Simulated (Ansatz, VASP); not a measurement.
# One calculation of CsCdCl3, two programs

```
CELL_PARAMETERS angstrom
5.27800 0.00000 0.00000
0.00000 5.27800 0.00000
0.00000 0.00000 5.04400
ATOMIC_POSITIONS crystal
Cs 0.00000 0.00000 0.00000
Cd 0.50000 0.50000 0.50000
Cl 0.00000 0.50000 0.50000
Cl 0.50000 0.00000 0.50000
Cl 0.50000 0.50000 0.00000
```

Change from the starting cell: strain +0.015 along x and y, -0.030 along z, atoms carried along.

Alike in both runs: task single point; functional LDA; k mesh 6 × 6 × 6; occupations gaussian, width 0.05 eV; no spin polarisation.

|  | VASP | Ansatz |
| --- | --- | --- |
| version | VASP 6.6.1 | Ansatz 0.2.0 |
| potentials or method | VASP PAW LDA potentials, release 64 (Cs_sv, Cd, Cl), cutoff 520 eV | scalar-relativistic, plane waves, PAW |
| valence electrons in the cell | 42 | 50 |

|  | VASP | Ansatz | Ansatz less VASP |
| --- | --- | --- | --- |
| gap on the k mesh at the Fermi level (eV) | 1.46 | 1.44 | -0.028 |
| least direct gap on the mesh (eV) | 2.13 | 2.10 | -0.022 |
| pressure (GPa) | -1.5 | -1.8 | -0.22 |
| traceless stress, the component that is largest in VASP (GPa) | 1.36 | 1.29 | -0.071 |

LDA's correlation is that of Perdew and Zunger in VASP and of Perdew and Wang (1992) in Ansatz. VASP's potentials hold 42 valence electrons a cell and Ansatz's 50, so a difference there can come from the potentials and not from the codes.

Neither program's run includes spin-orbit coupling.
